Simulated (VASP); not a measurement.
# SnSe2 (P-3m1) in VASP: further runs

Runs on SnSe2. Level: PBE. Tasks: relaxation of shape and atoms at fixed volume.

Everything below comes from runs of VASP 6.6.1. Logs are shortened: lines on timing, memory, paths and dates and some standing lists are left out, and cuts for length are marked.

## (1) The cell of the first run

The structure is trigonal, space group P-3m1 (No. 164). Conventional cell: a = 3.910 Å, b = 3.910 Å, c = 7.264 Å, α = 90.00°, β = 90.00°, γ = 120.00°. Within 3.7 Å of Sn (site symmetry -3m) lie 6 Se at 2.77 Å. Within 3.7 Å of Se (site symmetry 3m) lie 3 Sn at 2.77 Å.

## (2) Relaxation of shape and atoms at fixed volume, PBE (32.05 Å³/atom)

INCAR reads:

```
PREC     = Accurate       # precision mode
ENCUT    = 600            # plane-wave cutoff, eV
EDIFF    = 1E-6           # SCF threshold, eV
ISMEAR   = 0              # smearing method
SIGMA    = 0.02           # smearing width, eV
LREAL    = F              # projectors in reciprocal space
LASPH    = T              # aspherical terms in the spheres
NELM     = 100            # most SCF steps
ALGO     = Normal         # electronic algorithm
ISIF     = 4              # what is computed and relaxed
LWAVE    = F              # write WAVECAR
LCHARG   = F              # write CHGCAR
GGA      = PE             # functional
IBRION   = 2              # ionic algorithm
NSW      = 50             # ionic steps
EDIFFG   = -0.01          # ionic threshold
```

KPOINTS reads:

```
Automatic mesh
0
Gamma
  12 12 4
```

POSCAR reads:

```
SnSe2
1.0
    3.9098672323      0.0000000000      0.0000000000
   -1.9549336161      3.3860443486      0.0000000000
    0.0000000000      0.0000000000      7.2636264131
Sn Se
1 2
Direct
    0.0000000000      0.0000000000      0.0000000000
    0.3333333333      0.6666666667      0.2216653408
    0.6666666667      0.3333333333      0.7783346592
```

Potentials or basis: VASP PAW PBE potentials, release 64 (Sn_d, Se).

Started as:

```bash
$ cat potpaw_PBE.64/Sn_d/POTCAR potpaw_PBE.64/Se/POTCAR > POTCAR
$ mpirun -np 1 vasp_std > vasp.out
```

OUTCAR:

```text
PREC = Accurate
   ENCUT = 600
   EDIFF = 1E-6
   ISMEAR = 0
   LREAL = F
   LASPH = T
   NELM = 100
   ISIF = 4
   GGA = PE
   IBRION = 2
   NSW = 50
   EDIFFG = -0.01

 ion  position               nearest neighbor table
   1  0.000  0.000  0.000-   2 2.77   3 2.77   2 2.77   3 2.77   3 2.77   2 2.77
   2  0.333  0.667  0.222-   1 2.77   1 2.77   1 2.77
   3  0.667  0.333  0.778-   1 2.77   1 2.77   1 2.77

  LATTYP: Found a hexagonal cell.
 ALAT       =     3.9098672323
 C/A-ratio  =     1.8577680472

  Lattice vectors:

 A1 = (   3.9098672323,   0.0000000000,   0.0000000000)
 A2 = (  -1.9549336161,   3.3860443486,   0.0000000000)
 A3 = (   0.0000000000,   0.0000000000,   7.2636264131)

Analysis of symmetry for initial positions (statically):
=====================================================================
 Subroutine PRICEL returns:
 Original cell was already a primitive cell.

 Routine SETGRP: Setting up the symmetry group for a
 hexagonal supercell.

 Subroutine GETGRP returns: Found 12 space group operations
 (whereof 12 operations were pure point group operations)
 out of a pool of 24 trial point group operations.

The static configuration has the point symmetry D_3d.

Analysis of symmetry for dynamics (positions and initial velocities):
=====================================================================
 Subroutine PRICEL returns:
 Original cell was already a primitive cell.

 Routine SETGRP: Setting up the symmetry group for a
 hexagonal supercell.

 Subroutine GETGRP returns: Found 12 space group operations
 (whereof 12 operations were pure point group operations)
 out of a pool of 24 trial point group operations.

The dynamic configuration has the point symmetry D_3d.

 Subroutine INISYM returns: Found 12 space group operations
 (whereof 12 operations are pure point group operations),
 and found     1 'primitive' translations

----------------------------------------------------------------------------------------

                                     Primitive cell

  volume of cell :      96.1630

  direct lattice vectors                    reciprocal lattice vectors
     3.909867232  0.000000000  0.000000000     0.255763160  0.147664929  0.000000000
    -1.954933616  3.386044349  0.000000000     0.000000000  0.295329859  0.000000000
     0.000000000  0.000000000  7.263626413     0.000000000  0.000000000  0.137672279

  length of vectors
     3.909867232  3.909867232  7.263626413     0.295329859  0.295329859  0.137672279

  position of ions in fractional coordinates (direct lattice)
     0.000000000  0.000000000  0.000000000
     0.333333333  0.666666667  0.221665341
     0.666666667  0.333333333  0.778334659

  ion indices of the primitive-cell ions
   primitive index   ion index
                 1           1
                 2           2
                 3           3

----------------------------------------------------------------------------------------

 KPOINTS: Automatic mesh

Automatic generation of k-mesh.
 Grid dimensions read from file:
 generate k-points for:   12   12    4

 Generating k-lattice:

  Cartesian coordinates                     Fractional coordinates (reciprocal lattice)
     0.021313597  0.012305411  0.000000000     0.083333333  0.000000000  0.000000000
     0.000000000  0.024610822  0.000000000     0.000000000  0.083333333  0.000000000
     0.000000000  0.000000000  0.034418070     0.000000000  0.000000000  0.250000000

  Length of vectors
     0.024610822  0.024610822  0.034418070

  Shift w.r.t. Gamma in fractional coordinates (k-lattice)
     0.000000000  0.000000000  0.000000000

 Subroutine IBZKPT returns following result:
 ===========================================

 Found     69 irreducible k-points:

 Following reciprocal coordinates:
            Coordinates               Weight
  0.000000  0.000000  0.000000      1.000000
  0.083333 -0.000000  0.000000      6.000000
  0.166667 -0.000000  0.000000      6.000000
  0.250000 -0.000000  0.000000      6.000000
  0.333333 -0.000000  0.000000      6.000000
  0.416667  0.000000  0.000000      6.000000
[... 16 lines left out ...]
  0.166667 -0.000000  0.250000      6.000000
  0.000000  0.166667  0.250000      6.000000
 [... further k-points ...]
   k-points           NKPTS =     69   k-points in BZ     NKDIM =     69   number of bands    NBANDS=     17
   number of dos      NEDOS =    301   number of ions     NIONS =      3
   total plane-waves  NPLWV =  61440
   dimension x,y,z NGX =    32 NGY =   32 NGZ =   60
   dimension x,y,z NGXF=    64 NGYF=   64 NGZF=  120
   ions per type =               1   2
   NGX,Y,Z   is equivalent  to a cutoff of  13.61, 13.61, 13.73 a.u.
   NGXF,Y,Z  is equivalent  to a cutoff of  27.21, 27.21, 27.46 a.u.
 SYSTEM =  unknown system
   PREC   = accura    normal or accurate (medium, high low for compatibility)
   ISTART =      0    job   : 0-new  1-cont  2-samecut
   ICHARG =      2    charge: 1-file 2-atom 10-const
   ISPIN  =      1    spin polarized calculation?
   LNONCOLLINEAR =      F non collinear calculations
   LSORBIT =      F    spin-orbit coupling
   LASPH  =      T    aspherical Exc in radial PAW
   ENCUT  =  600.0 eV  44.10 Ry    6.64 a.u.   7.81  7.81 14.51*2*pi/ulx,y,z
   NELM   =    100;   NELMIN=  2; NELMDL= -5     # of ELM steps
   EDIFF  = 0.1E-05   stopping-criterion for ELM
   LREAL  =      F    real-space projection
   EDIFFG = -.1E-01   stopping-criterion for IOM
   NSW    =     50    number of steps for IOM
   IBRION =      2    ionic relax: 0-MD 1-quasi-New 2-CG
   NFREE  =      1    steps in history (QN), initial steepest desc. (CG)
   ISIF   =      4    stress and relaxation
   ISYM   =      2    0-nonsym 1-usesym 2-fastsym
   POTIM  = 0.5000    time-step for ionic-motion
   TEBEG  =    0.0;   TEEND  =   0.0 temperature during run
   PSTRESS=    0.0 pullay stress
   NELECT =      26.0000    total number of electrons
   NUPDOWN=      -1.0000    fix difference up-down
   EMIN   =  10.00;   EMAX   =-10.00  energy-range for DOS
   EFERMI =   0.00;   METHOD = LEGACY
   ISMEAR =     0;   SIGMA  =   0.02  broadening in eV -4-tet -1-fermi 0-gaus
   EFERMI_NEDOS =   21; number of points for ismear=-14 and -15
   IALGO  =     38    algorithm
   IMIX   =      4    mixing-type and parameters
     AMIX     =   0.40;   BMIX     =  1.00
     AMIX_MAG =   1.60;   BMIX_MAG =  1.00
  volume/ion in A,a.u.               =      32.05       216.31
  Fermi-wavevector in a.u.,A,eV,Ry     =   1.058595  2.000455 15.247011  1.120624
  Thomas-Fermi vector in A             =   2.193910
   LORBIT       =      0    0 simple, 1 ext, 2 COOP (PROOUT), +10 PAW based schemes
   GGA     = PE    functional components
   LHFCALC =     F    Hartree Fock is set to
   AEXX    =    0.0000 exact exchange contribution
   IVDW    =     0    specifies the selected vdW correction
   LEPSILON=     F    determine dielectric tensor
   LRPA    =     F    only Hartree local field effects (RPA)
 conjugate gradient relaxation of ions
 non-spin polarized calculation
 Gauss-broadening in eV      SIGMA  =   0.02
  energy-cutoff  :      600.00
  volume of cell :       96.16
 maximum number of plane-waves:      3251
   NGX = 15   NGY = 15   NGZ = 29

--------------------------------------- Ionic step        1  -------------------------------------------

 number of electron      25.9999999 magnetization

 Free energy of the ion-electron system (eV)
  ---------------------------------------------------
  ext. energy  EPLUGINS =         0.00000000
  ---------------------------------------------------
  free energy    TOTEN  =       -11.86236970 eV

  energy without entropy =      -11.86236970  energy(sigma->0) =      -11.86236970

------------------------ aborting loop because EDIFF is reached ----------------------------------------

  FORCE on cell =-STRESS in cart. coord.  units (eV):
  Direction    XX          YY          ZZ          XY          YZ          ZX
  --------------------------------------------------------------------------------------
  -------------------------------------------------------------------------------------
  Total       -0.8460713     -0.8460713     -0.7597650     -0.0000000      0.0000000      0.0000000
  in kB      -14.0964381    -14.0964381    -12.6584838     -0.0000000      0.0000000      0.0000000
  external PRESSURE =     -13.6171200 kB  Pullay stress =       0.0000000 kB
[... 207 lines left out ...]
  energy  without entropy=      -11.8731313635  energy(sigma->0) =      -11.87313136

--------------------------------------- Ionic step        7  -------------------------------------------

 number of electron      25.9999995 magnetization

 Free energy of the ion-electron system (eV)
  ---------------------------------------------------
  ext. energy  EPLUGINS =         0.00000000
  ---------------------------------------------------
  free energy    TOTEN  =       -11.87316281 eV

  energy without entropy =      -11.87316281  energy(sigma->0) =      -11.87316281

 E-fermi :   2.1803     XC(G=0):  -8.2442

 val. band max:        2.0468864324   @ k =   0.1667  -0.0000   0.0000
 cond. band min:       2.7701453510   @ k =   0.5000  -0.0000   0.5000
 fundamental gap:      0.7232589187
 Fermi energy:         2.1802626615

 k-point     1 :       0.0000    0.0000    0.0000
  band No.  band energies     occupation
      1     -19.0603      2.00000
      2     -19.0603      2.00000
      3     -19.0274      2.00000
      4     -19.0187      2.00000
      5     -19.0187      2.00000
      6     -11.2712      2.00000
[... 9 lines left out ...]
     16       6.6226      0.00000
     17       6.6226      0.00000
[... 443 lines left out ...]
      1     -19.0692      2.00000
      2     -19.0521      2.00000
      3     -19.0252      2.00000
      4     -19.0202      2.00000
      5     -19.0179      2.00000
      6     -11.0149      2.00000
[... 9 lines left out ...]
     16       6.9918      0.00000
     17       7.1531      0.00000

 [... further k-points ...]

------------------------ aborting loop because EDIFF is reached ----------------------------------------

  FORCE on cell =-STRESS in cart. coord.  units (eV):
  Direction    XX          YY          ZZ          XY          YZ          ZX
  --------------------------------------------------------------------------------------
  -------------------------------------------------------------------------------------
  Total       -0.0474730     -0.0474730     -0.0451128     -0.0000000      0.0000000      0.0000000
  in kB       -0.7909502     -0.7909502     -0.7516262     -0.0000000      0.0000000      0.0000000
  external PRESSURE =      -0.7778422 kB  Pullay stress =       0.0000000 kB
[... 18 lines left out ...]
  FREE ENERGIE OF THE ION-ELECTRON SYSTEM (eV)
  ---------------------------------------------------
  free  energy   TOTEN  =       -11.8731628067 eV

  energy  without entropy=      -11.8731628067  energy(sigma->0) =      -11.87316281

 reached required accuracy - stopping structural energy minimisation
```

It took 6.4 min on 1 thread of Intel Xeon Platinum 8375C at 2.90GHz (Ice Lake), shared host; peak memory 0.33 GiB.

What came out:

```yaml
Free_energy: -11.8732 eV
Energy_gained_by_relaxing: 3.6 meV/atom
Ionic_steps: 7
Pressure_after_relaxing: -0.1 GPa
Band_gap_on_the_k_mesh: 0.72 eV (least direct gap 1.06 eV)
```

Step by step:
| step | energy change (eV) | largest force (eV/Å) | pressure (GPa) | volume (Å³) |
| --- | --- | --- | --- | --- |
| 1 | 0.0000 | 0.2216 | -1.36 | 96.16 |
| 2 | -0.0040 | 0.1393 | -1.08 | 96.16 |
| 3 | -0.0070 | 0.0084 | -0.57 | 96.16 |
| 4 | -0.0097 | 0.0027 | -0.36 | 96.16 |
| 5 | -0.0108 | 0.0157 | -0.14 | 96.16 |
| 6 | -0.0108 | 0.0165 | -0.13 | 96.16 |
| 7 | -0.0108 | 0.0011 | -0.08 | 96.16 |

Final structure:
```
Sn Se
1.0
     3.87328    0.00000    0.00000
    -1.93664    3.35436    0.00000
     0.00000    0.00000    7.40151
Sn Se
1 2
Direct
  0.00000 0.00000 0.00000
  0.33333 0.66667 0.21562
  0.66667 0.33333 0.78438
```

Levels at points of the mesh, in eV from the valence-band top:
| k point | band 10 | band 11 | band 12 | band 13 | band 14 | band 15 | band 16 | band 17 |
| --- | --- | --- | --- | --- | --- | --- | --- | --- |
| (0.00, 0.00, 0.00) | -0.46 | -0.46 | -0.09 | -0.09 | 1.19 | 3.08 | 4.58 | 4.58 |
| (0.50, 0.00, 0.00) | -2.29 | -2.15 | -0.71 | -0.29 | 0.87 | 3.95 | 5.63 | 5.72 |
| (0.00, 0.00, 0.50) | -0.47 | -0.47 | -0.08 | -0.08 | 1.84 | 3.01 | 4.54 | 4.54 |
| (0.50, 0.00, 0.50) | -2.13 | -2.10 | -0.63 | -0.34 | 0.72 | 4.18 | 5.02 | 5.71 |

Caveat: semilocal functionals underestimate gaps, and a narrow one can read as zero; spin-orbit coupling is left out, which moves the levels of the heavy elements; this functional lacks dispersion, which binds layers or chains, so the pressure and a relaxed spacing across them are unreliable.

[end of part 1 of 2]
